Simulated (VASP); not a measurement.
# LiPb: relaxation of shape and atoms at fixed volume with LDA

LiPb:

```
Li Pb
1.0
     2.46684    1.42423    2.01425
    -2.46684    1.42423    2.01425
     0.00000   -2.84847    2.01425
Li Pb
1 1
Direct
  0.50000 0.50000 0.50000
  0.00000 0.00000 0.00000
```

This cell differs from its parent crystal: volume scaled by 1.02.

```yaml
Program: VASP 6.6.1
Task: relaxation of shape and atoms at fixed volume
Functional: LDA
Potentials_or_basis: VASP PAW LDA potentials, release 64 (Li_sv, Pb_d)
Cutoff: 600 eV
k_mesh: 12 × 12 × 12
Occupations: fermi-dirac, width 0.15 eV
Spin: no spin polarisation
Dipole_correction: no
Further_INCAR_settings: ALGO = Fast; EDIFF = 1e-07; IBRION = 2; EDIFFG = -0.001; NSW = 80; ISIF = 4
```

```yaml
Pressure_after_relaxing: -0.7 GPa
```

Final structure:
```
Li Pb
1.0
     2.46684    1.42423    2.01425
    -2.46684    1.42423    2.01425
     0.00000   -2.84847    2.01425
Li Pb
1 1
Direct
  0.50000 0.50000 0.50000
  0.00000 0.00000 0.00000
```

Levels at points of the mesh, in eV from the Fermi level:
| k point | band 7 | band 8 | band 9 | band 10 | band 11 | band 12 |
| --- | --- | --- | --- | --- | --- | --- |
| (0.00, 0.00, 0.00) | -10.75 | 2.25 | 2.25 | 2.25 | 5.87 | 6.63 |
| (0.50, 0.00, 0.00) | -9.16 | -4.13 | 4.71 | 4.71 | 6.18 | 7.36 |
| (0.50, 0.50, 0.00) | -7.35 | -2.93 | -2.93 | 2.38 | 6.67 | 8.41 |
| (0.50, 0.50, 0.50) | -5.67 | -0.67 | -0.67 | -0.67 | 2.51 | 2.51 |

Wall time 3.2 min on 1 thread of Oxide Virtual Turin-like Processor, with other jobs on the host, peak memory 0.21 GiB.

Caveat: the cutoff is under 1.25 times the usual one of these potentials, so pressure, stress and relaxed cells hold a basis-set (Pulay) error; the relaxation stopped at its first step, so nothing moved; spin-orbit coupling is left out, which moves the levels of the heavy elements.
